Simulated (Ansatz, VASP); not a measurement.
## Two plane-wave programs on C

INCAR

```
SYSTEM = C
PREC     = Accurate       ! precision mode
ENCUT    = 520            ! plane-wave cutoff, eV
EDIFF    = 1E-7           ! SCF threshold, eV
ISMEAR   = 0              ! smearing method
SIGMA    = 0.05           ! smearing width, eV
LREAL    = .False.        ! projectors in reciprocal space
LASPH    = .True.         ! aspherical terms in the spheres
NELM     = 80             ! most SCF steps
ALGO     = Normal         ! electronic algorithm
ISIF     = 2              ! what is computed and relaxed
LWAVE    = .False.        ! write WAVECAR
LCHARG   = .True.         ! write CHGCAR
GGA      = PS             ! functional
LELF     = .True.         ! ELF
LVHAR    = .True.       
NBANDS   = 11             ! bands
```

Contents of KPOINTS:

```
Automatic mesh
0
Gamma
  14 14 14
  0 0 0
```

The input POSCAR:

```
C
1.0
    0.0000000000      2.1270000000      3.3480000000
    1.2280000000      0.0000000000      3.3480000000
    1.2280000000      2.1270000000      0.0000000000
C
2
Direct
    0.0488541497      0.8615401156      0.4839517971
    0.8333300000      0.1666700000      0.8333300000
```

Input for Ansatz:

```yaml
crystal:
  lattice:
    - [0.0, 2.127, 3.348]
    - [1.228, 0.0, 3.348]
    - [1.228, 2.127, 0.0]
  atoms:
    - { symbol: C, position: [0.0488541497, 0.8615401156, 0.4839517971] }
    - { symbol: C, position: [0.83333, 0.16667, 0.83333] }
basis:
  ecutwfc: 420
kpoints:
  mp_grid: { grid: [14, 14, 14] }
hamiltonian:
  xc: pbesol
scf:
  occupations: { method: gaussian, width: 0.05 }
output:
  forces: true
  stress: true
  eigenvalues: true
```

Alike in both runs: task single point; functional PBEsol; k mesh 14 × 14 × 14; occupations gaussian, width 0.05 eV; no spin polarisation.

|  | VASP | Ansatz |
| --- | --- | --- |
| version | VASP 6.6.1 | Ansatz 0.2.0 |
| potentials or method | VASP PAW PBE potentials, release 64 (C), cutoff 520 eV | scalar-relativistic, plane waves, PAW |
| valence electrons in the cell | 8 | 8 |

|  | VASP | Ansatz | Ansatz less VASP |
| --- | --- | --- | --- |
| gap on the k mesh at the Fermi level (eV) | 0.43 | 0.51 | +0.079 |
| least direct gap on the mesh (eV) | 0.98 | 1.02 | +0.037 |
| rms of the force components (eV/Å) | 50.278 | 48.319 | -1.9589 |

VASP's potentials were made for PBE, not for PBEsol. Atom by atom the forces differ by 1.962 eV/Å (rms over components).
